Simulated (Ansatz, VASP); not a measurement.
GaSb3: VASP beside Ansatz

```
Ga Sb
1.0
     0.00000    3.68151    3.58577
     3.68151    0.00000    3.58577
     3.68151    3.68151    0.00000
Ga Sb
1 3
Cartesian
  0.0000 0.0000 0.0000
  1.7987 1.8408 1.7929
  5.5644 5.5223 5.3787
  3.6815 3.6815 3.5858
```

Change from the starting cell: mode 4 frozen in at -0.041 Å, equal normal strain along x and y +0.0267.

Alike in both runs: task single point; functional PBEsol; dispersion D3(BJ); k mesh 10 × 10 × 10; occupations gaussian, width 0.15 eV; no spin polarisation.

```csv
,VASP,Ansatz
version,VASP 6.6.1,Ansatz 0.2.0
potentials or method,"VASP PAW PBE potentials, release 64 (Ga_d, Sb), cutoff 520 eV","scalar-relativistic, plane waves, PAW"
valence electrons in the cell,28,58
```

```tsv
	VASP	Ansatz	Ansatz less VASP
gap on the k mesh at the Fermi level (eV)	none	none	-
pressure (GPa)	-3.2	-3.3	-0.01
traceless stress, the component that is largest in VASP (GPa)	0.55	0.55	-0.004
rms of the force components (eV/Å)	0.046	0.046	-0.0008
```

VASP's potentials were made for PBE, not for PBEsol, and Ansatz warns of the same on its side. Atom by atom the forces differ by 0.001 eV/Å (rms over components). A gap of «none» marks a metal or a gap that the smearing closes. VASP's potentials hold 28 valence electrons a cell and Ansatz's 58, so a difference there can come from the potentials and not from the codes.

Neither program's run includes spin-orbit coupling.
